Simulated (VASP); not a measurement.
# Ca (Immm) in VASP: settings compared, part 2 of 2

VASP 6.6.1. The steps go on from the part before.

## (4) Single point, PBEsol

This run uses another cell than the first one, of 40.60 Å³/atom.

The input, INCAR:

```
PREC = Accurate ; ENCUT = 520
EDIFF = 1E-6 ; ISMEAR = -1
SIGMA = 0.05 ; LREAL = False
LASPH = True ; NELM = 100
ALGO = Fast ; ISIF = 2
LWAVE = False ; LCHARG = False
GGA = PS ; NBANDS = 11
```

The input, KPOINTS:

```
Automatic mesh
0
Gamma
  9 9 9
```

The input, POSCAR:

```
Ca
1.0
   -1.9304563425      1.9325990027      2.7203233109
    1.9304563425     -1.9325990027      2.7203233109
    1.9304563425      1.9325990027     -2.7203233109
Ca
1
Direct
    0.5000000000      0.5000000000      0.0000000000
```

Potentials or basis: VASP PAW PBE potentials, release 64 (Ca_sv).

Command:

```bash
$ cat potpaw_PBE.64/Ca_sv/POTCAR > POTCAR
$ mpirun -np 1 vasp_std > vasp.out
```

OUTCAR:

```text
PREC = Accurate
   ENCUT = 520
   EDIFF = 1E-6
   ISMEAR = -1
   LREAL = False
   LASPH = True
   NELM = 100
   ISIF = 2
   GGA = PS

 ion  position               nearest neighbor table
   1  0.500  0.500  0.000-

  LATTYP: Found a body centered orthorhombic cell.
 ALAT       =     3.8609126850
 B/A-ratio  =     1.0011099242
 C/A-ratio  =     1.4091607518

  Lattice vectors:

 A1 = (  -1.9304563425,   1.9325990027,   2.7203233109)
 A2 = (   1.9304563425,  -1.9325990027,   2.7203233109)
 A3 = (   1.9304563425,   1.9325990027,  -2.7203233109)

Analysis of symmetry for initial positions (statically):
=====================================================================
 Subroutine PRICEL returns:
 Original cell was already a primitive cell.

 Routine SETGRP: Setting up the symmetry group for a
 body centered orthorhombic supercell.

 Subroutine GETGRP returns: Found  8 space group operations
 (whereof  8 operations were pure point group operations)
 out of a pool of  8 trial point group operations.

The static configuration has the point symmetry D_2h.
[... 165 lines left out ...]
 Fermi energy:         2.0374757794

 k-point     1 :       0.0000    0.0000    0.0000
  band No.  band energies     occupation
      1     -39.7095      2.00000
      2     -20.6960      2.00000
      3     -20.6958      2.00000
      4     -20.6955      2.00000
      5      -2.0590      2.00000
      6       4.4105      0.00000
      7       4.4179      0.00000
      8       4.4335      0.00000
      9       5.5375      0.00000
     10       5.5628      0.00000
     11      11.3405      0.00000
[... 309 lines left out ...]
 k-point    24 :      -0.0000    0.3333    0.0000
  band No.  band energies     occupation
      1     -39.6969      2.00000
      2     -20.8184      2.00000
      3     -20.7130      2.00000
      4     -20.7122      2.00000
      5      -0.2790      2.00000
      6       2.9402      0.00000
      7       4.4375      0.00000
      8       4.4672      0.00000
      9       5.8473      0.00000
     10       5.8486      0.00000
     11       8.5595      0.00000

 [... further k-points ...]

------------------------ aborting loop because EDIFF is reached ----------------------------------------

  FORCE on cell =-STRESS in cart. coord.  units (eV):
  Direction    XX          YY          ZZ          XY          YZ          ZX
  --------------------------------------------------------------------------------------
  -------------------------------------------------------------------------------------
  Total        0.0092182      0.0016737      0.0116310     -0.0000000      0.0000000      0.0000000
  in kB        0.3638089      0.0660567      0.4590363     -0.0000000      0.0000000      0.0000000
  external PRESSURE =       0.2963006 kB  Pullay stress =       0.0000000 kB

 VOLUME and BASIS-vectors are now :
 -----------------------------------------------------------------------------
  energy-cutoff  :      520.00
  volume of cell :       40.60
      direct lattice vectors                 reciprocal lattice vectors
    -1.930456343  1.932599003  2.720323311     0.000000000  0.258718958  0.183801682
     1.930456343 -1.932599003  2.720323311     0.259006116  0.000000000  0.183801682
     1.930456343  1.932599003 -2.720323311     0.259006116  0.258718958  0.000000000

 POSITION                                       TOTAL-FORCE (eV/Angst)
 -----------------------------------------------------------------------------------
      0.00000      0.00000      2.72032         0.000000      0.000000      0.000000
 -----------------------------------------------------------------------------------
    total drift:                                0.000000     -0.000000      0.000000

  FREE ENERGIE OF THE ION-ELECTRON SYSTEM (eV)
  ---------------------------------------------------
  free  energy   TOTEN  =        -2.1367562468 eV

  energy  without entropy=       -2.1239384287  energy(sigma->0) =       -2.13034734
```

OSZICAR:

```text
N       E                     dE             d eps       ncg     rms          rms(c)
DAV:   1     0.706609221701E+02    0.70661E+02   -0.53028E+03  2750   0.810E+02
DAV:   2     0.113884264468E+01   -0.69522E+02   -0.68858E+02  2981   0.221E+02
DAV:   3    -0.199131515860E+01   -0.31302E+01   -0.31028E+01  4775   0.401E+01
DAV:   4    -0.214636029371E+01   -0.15505E+00   -0.15461E+00  3579   0.517E+00
DAV:   5    -0.214784225276E+01   -0.14820E-02   -0.14818E-02  3822   0.591E-01    0.226E+00
RMM:   6    -0.214039381631E+01    0.74484E-02   -0.61962E-03  2914   0.980E-01    0.139E+00
RMM:   7    -0.213661951219E+01    0.37743E-02   -0.19065E-02  3134   0.184E+00    0.108E-01
RMM:   8    -0.213665031071E+01   -0.30799E-04   -0.41998E-03  3330   0.616E-01    0.309E-02
RMM:   9    -0.213672402708E+01   -0.73716E-04   -0.10028E-03  3897   0.286E-01    0.329E-02
RMM:  10    -0.213675935474E+01   -0.35328E-04   -0.15181E-04  3950   0.131E-01    0.490E-02
RMM:  11    -0.213675291966E+01    0.64351E-05   -0.13852E-04  3757   0.114E-01    0.182E-02
RMM:  12    -0.213675531826E+01   -0.23986E-05   -0.26029E-05  4123   0.460E-02    0.133E-02
RMM:  13    -0.213675624685E+01   -0.92859E-06   -0.69480E-06  3240   0.202E-02
   1 F= -.21367562E+01 E0= -.21303473E+01  d E =-.128178E-01
```

stdout:

```text
POSCAR found type information on POSCAR Ca
 POSCAR found :  1 types and       1 ions
 scaLAPACK will be used
 -----------------------------------------------------------------------------
|                                                                             |
|                                                                             |
|     You enforced a specific xc type in the INCAR file but a different       |
|     I HOPE YOU KNOW WHAT YOU ARE DOING!                                     |
|                                                                             |
 -----------------------------------------------------------------------------

 LDA part: xc-table for (Slater+PW92), standard interpolation
 POSCAR, INCAR and KPOINTS ok, starting setup
 FFT: planning ... GRIDC
 FFT: planning ... GRID_SOFT
 FFT: planning ... GRID
 WAVECAR not read
 entering main loop
WARNING in EDDRMM: call to ZHEGV failed, returncode =   6  3      5
WARNING in EDDRMM: call to ZHEGV failed, returncode =   6  3      5
WARNING in EDDRMM: call to ZHEGV failed, returncode =   6  3      5
```

Wall time 90 s (1 thread of Intel Xeon Platinum 8259CL at 2.50GHz (Skylake/Cascade Lake), shared host); peak memory 0.2 GiB.

What came out:

* Free energy: -2.1368 eV
* Pressure: 0.0 GPa
* Band gap on the k mesh: zero (bands 5 and 6 overlap by 0.08 eV)

Caveat: the PAW data sets were made with another functional, which shifts forces and pressure a little.

## (5) The runs side by side

| level | cell | gap on the mesh (eV) | pressure (GPa) |
| --- | --- | --- | --- |
| PBEsol+D3(BJ) | a = 3.780 Å, angles 119.9, 120.0, 90.1°, 1 atom | none | 0.0 |
| PBEsol+D3(BJ) | a = 3.785 Å, angles 119.9, 120.0, 90.1°, 1 atom | none | 0.0 |
| PBEsol | a = 3.855 Å, angles 119.9, 119.8, 90.2°, 1 atom | none | 0.0 |

Alike in all rows: task single point; potentials or basis VASP PAW PBE potentials, release 64 (Ca_sv); no spin polarisation; k mesh 9 × 9 × 9; cutoff (eV) 520; smearing fermi-dirac 0.05 eV.

Caveats: the PAW data sets were made with another functional, which shifts forces and pressure a little; three body term missing (at least some runs).

Absolute energies hang on the potentials; compare differences alone.
